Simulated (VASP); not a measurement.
A run of VASP 6.6.1 is set up as follows.

File INCAR:

```
SYSTEM = Rh
  PREC = Accurate
  ENCUT = 500
  EDIFF = 1E-6
  ISMEAR = 0
  SIGMA = 0.1
  LREAL = .FALSE.
  LASPH = .TRUE.
  NELM = 120
  ALGO = Normal
  ISIF = 2
  LWAVE = .FALSE.
  LCHARG = .FALSE.
  GGA = PE
  NBANDS = 14
  GGA_COMPAT = .FALSE.
```

Contents of KPOINTS:

```
Automatic mesh
0
G
  24 24 24
  0 0 0
```

Contents of POSCAR:

```
Rh
1.0
    0.0000000000      1.8978500000      1.8978500000
    1.8978500000      0.0000000000      1.8978500000
    1.8978500000      1.8978500000      0.0000000000
Rh
1
Direct
    0.0000000000      0.0000000000      0.0000000000
```

Potentials or basis: VASP PAW PBE potentials, release 64 (Rh_pv).

Launch:

```console
$ cat potpaw_PBE.64/Rh_pv/POTCAR > POTCAR
$ mpirun -np 1 vasp_std > vasp.out
```

(1) What does it give for the band gap on the k mesh?

(2) Estimate the pressure.

Answers

(1) zero (an odd number of electrons rules out a gap without spin polarisation).

(2) 7.6 GPa.

Caveat: the cell stands under pressure.
